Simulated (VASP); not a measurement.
**Al: single point with PBE**

The system is Al.

```
Al
1.0
     4.49160    0.00000    0.00000
    -2.24580    3.88984    0.00000
     0.00000    0.00000    2.72260
Al
2
Cartesian
  0.0000 2.5932 0.0000
  2.2458 1.2966 0.0000
```

```json
{
 "Program": "VASP 6.6.1",
 "Task": "single point",
 "Functional": "PBE",
 "Potentials or basis": "VASP PAW PBE potentials, release 64 (Al)",
 "Cutoff": "520 eV",
 "k mesh": "7 × 7 × 10",
 "Occupations": "fermi-dirac, width 0.05 eV",
 "Spin": "no spin polarisation"
}
```

```json
{"Pressure": "1.6 GPa", "Band gap on the k mesh": "zero (band 3 reaches 6.66 eV, above the bottom of band 4 at 3.19 eV)"}
```

Stress tensor (GPa, compression positive):
```
1.98 0.00 0.00
0.00 1.98 0.00
0.00 0.00 0.93
```

Levels at points of the mesh, in eV from the Fermi level:
```csv
k point,band 1,band 2,band 3,band 4,band 5,band 6
"(0.00, 0.00, 0.00)",-8.94,-0.86,-0.86,-0.40,2.23,2.23
"(0.00, 0.00, 0.50)",-4.48,-3.64,2.46,2.46,2.82,5.42
```

Run time: 14 s on 1 thread of Intel(R) Xeon(R) 6975P-C (Granite Rapids) (shared host), peak memory 0.17 GiB.
